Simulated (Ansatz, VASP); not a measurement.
**ZnS: VASP beside Ansatz**

```
Zn S
1.0
     3.89818    0.00000    0.00000
    -1.94909    3.37592    0.00000
     0.00000    0.00000    6.13605
Zn S
2 2
Direct
  0.33333 0.66667 0.00522
  0.66667 0.33333 0.50522
  0.33333 0.66667 0.37978
  0.66667 0.33333 0.87978
```

Alike in both runs: task single point; functional PBE; k mesh 12 × 12 × 6; occupations gaussian, width 0.05 eV; no spin polarisation.

|  | VASP | Ansatz |
| --- | --- | --- |
| version | VASP 6.6.1 | Ansatz 0.2.0 |
| potentials or method | VASP PAW PBE potentials, release 64 (Zn, S), cutoff 520 eV | scalar-relativistic, plane waves, PAW |
| valence electrons in the cell | 36 | 36 |

VASP gave:

| Item | Value |
| --- | --- |
| gap on the k mesh at the Fermi level (eV) | 2.11 |
| least direct gap on the mesh (eV) | 2.11 |
| pressure (GPa) | 0.4 |
| traceless stress, the component that is largest in VASP (GPa) | 3.78 |
| rms of the force components (eV/Å) | 0.160 |

Q: Estimate Ansatz's values.

A: gap on the k mesh at the Fermi level (eV): 2.11; least direct gap on the mesh (eV): 2.11; pressure (GPa): 0.2; traceless stress, the component that is largest in VASP (GPa): 3.75; rms of the force components (eV/Å): 0.158.

Atom by atom the forces differ by 0.002 eV/Å (rms over components).
